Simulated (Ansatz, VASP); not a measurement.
**One calculation of Rb2AlAuBr6, two programs**

INCAR

```
SYSTEM = Rb2AlAuBr6
PREC     = Accurate       ! precision mode
ENCUT    = 520            ! plane-wave cutoff, eV
EDIFF    = 1E-6           ! SCF threshold, eV
ISMEAR   = -1             ! smearing method
SIGMA    = 0.15           ! smearing width, eV
LREAL    = .FALSE.        ! projectors in reciprocal space
LASPH    = .TRUE.         ! aspherical terms in the spheres
NELM     = 80             ! most SCF steps
ALGO     = Normal         ! electronic algorithm
ISIF     = 2              ! what is computed and relaxed
LWAVE    = .FALSE.        ! write WAVECAR
LCHARG   = .TRUE.         ! write CHGCAR
GGA      = PE             ! functional
LELF     = .TRUE.         ! ELF
LVHAR    = .TRUE.       
NBANDS   = 48             ! bands
```

The input KPOINTS:

```
regular mesh
0
G
  4 4 4
  0 0 0
```

File POSCAR:

```
Rb2AlAuBr6
1.0
    0.0000000000      5.4114820000      5.4114820000
    5.4114820000      0.0000000000      5.4114820000
    5.4114820000      5.4114820000      0.0000000000
Rb Al Au Br
2 1 1 6
Direct
    0.7500000000      0.7500000000      0.7500000000
    0.2500000000      0.2500000000      0.2500000000
    0.0000000000      0.0000000000      0.0000000000
    0.5000000000      0.5000000000      0.5000000000
    0.7640050000      0.2359950000      0.2359950000
    0.2359950000      0.2359950000      0.7640050000
    0.2359950000      0.7640050000      0.7640050000
    0.2359950000      0.7640050000      0.2359950000
    0.7640050000      0.2359950000      0.7640050000
    0.7640050000      0.7640050000      0.2359950000
```

Input for Ansatz:

```yaml
crystal:
  lattice:
    - [0.0, 5.411482, 5.411482]
    - [5.411482, 0.0, 5.411482]
    - [5.411482, 5.411482, 0.0]
  atoms:
    - { symbol: Rb, position: [0.75, 0.75, 0.75] }
    - { symbol: Rb, position: [0.25, 0.25, 0.25] }
    - { symbol: Al, position: [0.0, 0.0, 0.0] }
    - { symbol: Au, position: [0.5, 0.5, 0.5] }
    - { symbol: Br, position: [0.764005, 0.235995, 0.235995] }
    - { symbol: Br, position: [0.235995, 0.235995, 0.764005] }
    - { symbol: Br, position: [0.235995, 0.764005, 0.764005] }
    - { symbol: Br, position: [0.235995, 0.764005, 0.235995] }
    - { symbol: Br, position: [0.764005, 0.235995, 0.764005] }
    - { symbol: Br, position: [0.764005, 0.764005, 0.235995] }
kpoints:
  mp_grid: { grid: [4, 4, 4] }
hamiltonian:
  xc: pbe
scf:
  occupations: { method: fermi_dirac, width: 0.15 }
basis:
  ecutwfc: 420
output:
  stress: true
  eigenvalues: true
```

Alike in both runs: task single point; functional PBE; k mesh 4 × 4 × 4; occupations fermi-dirac, width 0.15 eV; no spin polarisation.

```csv
,VASP,Ansatz
version,VASP 6.6.1,Ansatz 0.2.0
potentials or method,"VASP PAW PBE potentials, release 64 (Rb_sv, Al, Au, Br), cutoff 520 eV","plane waves, PAW"
valence electrons in the cell,74,82
```

```csv
,VASP,Ansatz,Ansatz less VASP
gap on the k mesh at the Fermi level (eV),none,none,-
pressure (GPa),0.0,0.0,0.00
```

A gap of «none» marks a metal or a gap that the smearing closes. VASP's potentials hold 74 valence electrons a cell and Ansatz's 82, so a difference there can come from the potentials and not from the codes.

Spin-orbit coupling is off throughout.
